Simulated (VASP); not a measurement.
BeTe:

```xyz
2
Lattice="0.0000 2.8319 2.8319 2.8319 0.0000 2.8319 2.8319 2.8319 0.0000" Properties=species:S:1:pos:R:3 pbc="T T T"
Be    0.0000    0.0000    0.0000
Te    1.4159    1.4159    1.4159
```

| Property | Result |
| --- | --- |
| Program | VASP 6.6.1 |
| Task | relaxation of cell and atoms |
| Functional | PBE |
| Dispersion | D3(BJ) |
| Potentials or basis | VASP PAW PBE potentials, release 64 (Be, Te) |
| Cutoff | 600 eV |
| k mesh | 8 × 8 × 8 |
| Occupations | gaussian, width 0.02 eV |
| Spin | no spin polarisation |

At the start: pressure -2.4 GPa; volume 22.71 Å³/atom.

Task: Where does the relaxation end?

Result: Over 3 steps the energy falls by 7.1 meV/atom and the volume is 21.79 Å³/atom (-4.1 %); space group F-43m (No. 216, to 0.05 Å).

Step by step:
```csv
step,energy change (eV),largest force (eV/Å),pressure (GPa),volume (Å³)
1,0.0000,0.0000,-2.37,45.42
2,-0.0137,0.0000,0.47,43.25
3,-0.0142,0.0000,0.01,43.57
```

Final structure:
```
CELL_PARAMETERS angstrom
0.00000 2.79288 2.79288
2.79288 0.00000 2.79288
2.79288 2.79288 0.00000
ATOMIC_POSITIONS crystal
Be 0.00000 0.00000 0.00000
Te 0.25000 0.25000 0.25000
```
